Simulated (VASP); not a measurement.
AlNi:

```
Al Ni
1.0
     2.66362    0.00000    0.00000
    -1.33181    2.30676    0.00000
     0.00000    0.00000    4.17755
Al Ni
1 1
Direct
  0.33333 0.66667 0.00000
  0.66667 0.33333 0.50000
```

- Program: VASP 6.6.1
- Task: relaxation of cell and atoms
- Functional: PBE
- Potentials or basis: VASP PAW PBE potentials, release 64 (Al, Ni)
- Cutoff: 600 eV
- k mesh: 24 × 24 × 14
- Occupations: gaussian, width 0.1 eV
- Spin: no spin polarisation

At the start: pressure -3.7 GPa; volume 12.83 Å³/atom.

Task: How do energy, volume and symmetry change on relaxing?

Result: Over 7 steps the energy falls by 83.3 meV/atom and the volume is 12.59 Å³/atom (-1.9 %); space group P-6m2 (No. 187, to 0.1 Å) before and after.

The path:
| step | energy change (eV) | largest force (eV/Å) | pressure (GPa) | volume (Å³) |
| --- | --- | --- | --- | --- |
| 1 | 0.0000 | 0.0000 | -3.66 | 25.67 |
| 2 | -0.1517 | 0.0000 | 3.79 | 24.52 |
| 3 | -0.1530 | 0.0000 | 4.25 | 24.41 |
| 4 | -0.1650 | 0.0000 | -1.59 | 25.47 |
| 5 | -0.1663 | 0.0000 | -0.25 | 25.21 |
| 6 | -0.1663 | 0.0000 | -0.36 | 25.22 |
| 7 | -0.1665 | 0.0000 | 0.04 | 25.19 |

Final structure:
```
Al Ni
1.0
     2.76048    0.00000    0.00000
    -1.38024    2.39064    0.00000
     0.00000    0.00000    3.81634
Al Ni
1 1
Direct
  0.33333 0.66667 0.00000
  0.66667 0.33333 0.50000
```
